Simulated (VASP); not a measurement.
Runs of VASP 6.6.1 on BaS. The structure is that of space group Fm-3m (No. 225), or close to it. The cells are those of the table. 

```csv
task,level,potentials or basis,cell,k mesh,cutoff (eV),smearing,grid for exact exchange (PRECFOCK),share of exact exchange,screening parameter,gap on the mesh (eV),pressure (GPa),relaxed volume (Å³/atom)
relaxation of cell and atoms,PBEsol,"VASP PAW PBE potentials, release 64 (Ba_sv, S)","relaxed from a = 4.546 Å, angles 60.0°, 2 atoms",6 × 6 × 6,600,fermi-dirac 0.02 eV,-,-,-,1.96,0.0,32.20
single point,LDA,"VASP PAW LDA potentials, release 64 (Ba_sv, S)","a = 4.435 Å, angles 60.0°, 2 atoms",6 × 6 × 6,520,fermi-dirac 0.02 eV,-,-,-,1.80,0.8,-
single point,PBE,"VASP PAW PBE potentials, release 64 (Ba_sv, S)","a = 4.542 Å, angles 60.0°, 2 atoms",4 × 4 × 4,520,gaussian 0.01 eV,-,-,-,2.13,0.7,-
relaxation of cell and atoms,HSE06,"VASP PAW PBE potentials, release 64 (Ba_sv, S)","relaxed from a = 4.542 Å, angles 60.0°, 2 atoms",4 × 4 × 4,600,fermi-dirac 0.02 eV,Normal,0.25,0.2079 1/Å,3.05,0.0,(b)
single point,PBEsol,"VASP PAW PBE potentials, release 64 (Ba_sv, S)","a = 4.479 Å, angles 60.0°, 2 atoms",6 × 6 × 6,520,fermi-dirac 0.02 eV,-,-,-,1.93,0.6,-
dielectric tensor,PBE,"VASP PAW PBE potentials, release 64 (Ba_sv, S)","a = 4.542 Å, angles 60.0°, 2 atoms",6 × 6 × 6,520,gaussian 0.01 eV,-,-,-,2.13,-,-
relaxation of cell and atoms,LDA,"VASP PAW LDA potentials, release 64 (Ba_sv, S)","relaxed from a = 4.546 Å, angles 60.0°, 2 atoms",6 × 6 × 6,600,fermi-dirac 0.02 eV,-,-,-,1.83,0.0,(a)
single point,LDA,"VASP PAW LDA potentials, release 64 (Ba_sv, S)","a = 4.542 Å, angles 60.0°, 2 atoms",8 × 8 × 8,520,gaussian 0.01 eV,-,-,-,1.93,-2.5,-
```

Alike in all rows: no spin polarisation.

Q: Fill in the values left out.

A: (a) 31.31; (b) 33.31.

Caveats: some runs use coarse meshes; spin-orbit coupling is left out, which moves the levels of the heavy elements; the PAW data sets were made with another functional, which shifts forces and pressure a little (at least some runs).

A k mesh can miss the band edges, and the runs leave out spin-orbit coupling on Ba.
